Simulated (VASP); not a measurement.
A run of VASP 6.6.1 is set up as follows.

Contents of INCAR:

```
SYSTEM = Mo
PREC = Accurate
ENCUT = 600
EDIFF = 1E-6
ISMEAR = -1
SIGMA = 0.1
LREAL = .False.
LASPH = .True.
NELM = 60
ALGO = Normal
ISIF = 3
LWAVE = .False.
LCHARG = .False.
GGA = RP
IBRION = 2
NSW = 80
EDIFFG = -0.01
```

Contents of KPOINTS:

```
Automatic mesh
0
Gamma
  14 14 14
  0 0 0
```

Contents of POSCAR:

```
Mo
1.0
    0.0000000000      1.9826747602      1.9826747602
    1.9826747602      0.0000000000      1.9826747602
    1.9826747602      1.9826747602      0.0000000000
Mo
1
Direct
    0.0000000000      0.0000000000      0.0000000000
```

Potentials or basis: VASP PAW PBE potentials, release 64 (Mo_sv).

The run is started by

```sh
$ cat potpaw_PBE.64/Mo_sv/POTCAR > POTCAR
$ mpirun -np 1 vasp_std > vasp.out
```

What does it give for the relaxed volume?

16.29 Å³/atom.

What does it give for the space group after relaxing (to 0.1 Å)?

Fm-3m (No. 225).

Predict the band gap on the k mesh.

zero (bands 7 and 8 overlap by 4.58 eV).

What does it give for the relaxed cell?

a = 2.846 Å, b = 2.846 Å, c = 2.846 Å, α = 60.00°, β = 60.00°, γ = 60.00°.

The path:
```csv
step,energy change (eV),largest force (eV/Å),pressure (GPa),volume (Å³)
1,0.0000,0.0000,10.94,15.59
2,0.0973,0.0000,-19.28,18.11
3,-0.0230,0.0000,-0.37,16.32
4,-0.0231,0.0000,-0.03,16.29
```

Caveat: the PAW data sets were made with another functional, which shifts forces and pressure a little.
